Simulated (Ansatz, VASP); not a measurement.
**Sn2F in VASP and in Ansatz**

```
Sn F
1.0
     5.19481    0.00000    0.00000
     0.00000    5.19481    0.00000
     0.00000    0.00000    5.19481
Sn F
4 2
Cartesian
  1.2987 1.2987 1.2987
  1.2987 3.8961 3.8961
  3.8961 3.8961 1.2987
  3.8961 1.2987 3.8961
  0.0000 0.0000 0.0000
  2.5974 2.5974 2.5974
```

Alike in both runs: task single point; functional PBE; k mesh 4 × 4 × 4; occupations gaussian, width 0.1 eV; no spin polarisation.

|  | VASP | Ansatz |
| --- | --- | --- |
| version | VASP 6.6.1 | Ansatz 0.2.0 |
| potentials or method | VASP PAW PBE potentials, release 64 (Sn_d, F), cutoff 520 eV | scalar-relativistic, plane waves, PAW |
| valence electrons in the cell | 70 | 70 |

```tsv
	VASP	Ansatz	Ansatz less VASP
gap on the k mesh at the Fermi level (eV)	none	none	-
pressure (GPa)	7.3	7.3	0.00
```

A gap of «none» marks a metal or a gap that the smearing closes. With one functional, cell and mesh, what is left measures potentials, basis and numerics.
